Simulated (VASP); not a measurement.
A run of VASP 6.6.1 is set up as follows.

The input INCAR:

```
PREC = Accurate ; ENCUT = 520
EDIFF = 1E-6 ; ISMEAR = -1
SIGMA = 0.02 ; LREAL = F
LASPH = T ; NELM = 150
ALGO = Normal ; ISIF = 2
LWAVE = F ; LCHARG = F
MAGMOM = 0 0 0 0 0 0 0 0 0 0 0 0 0 0 0 0 0 0 ; LORBIT = 11
LSORBIT = T ; GGA_COMPAT = F
LORBMOM = T ; LMAXMIX = 4
GGA = PE ; NBANDS = 68
```

The input KPOINTS:

```
regular mesh
0
Gamma
  12 12 2
```

File POSCAR:

```
WS2
1.0
    3.1699463526      0.0000000000      0.0000000000
   -1.5849731763      2.7452540700      0.0000000000
    0.0000000000      0.0000000000     12.4910704373
W S
2 4
Direct
    0.3333333333      0.6666666667      0.2500000000
    0.6666666667      0.3333333333      0.7500000000
    0.6666666667      0.3333333333      0.3751079149
    0.6666666667      0.3333333333      0.1248920851
    0.3333333333      0.6666666667      0.8751079149
    0.3333333333      0.6666666667      0.6248920851
```

Potentials or basis: VASP PAW PBE potentials, release 64 (W_sv, S).

Command:

```bash
$ cat potpaw_PBE.64/W_sv/POTCAR potpaw_PBE.64/S/POTCAR > POTCAR
$ mpirun -np 1 vasp_ncl > vasp.out
```

Task: What does it give for the largest force?

Result: 0.223 eV/Å.

Task: Predict the net moment.

Result: 0.00 μB per cell.

Task: Estimate the pressure.

Result: 3.5 GPa.

Forces in eV/Å, atoms in the order of the input:
```
W    0.000  0.000  0.000
W    0.000  0.000  0.000
S    0.000  0.000  0.223
S    0.000  0.000 -0.223
S    0.000  0.000  0.223
S    0.000  0.000 -0.223
```

Caveat: the cell stands under pressure; this functional lacks dispersion, which binds layers or chains, so the pressure and a relaxed spacing across them are unreliable.
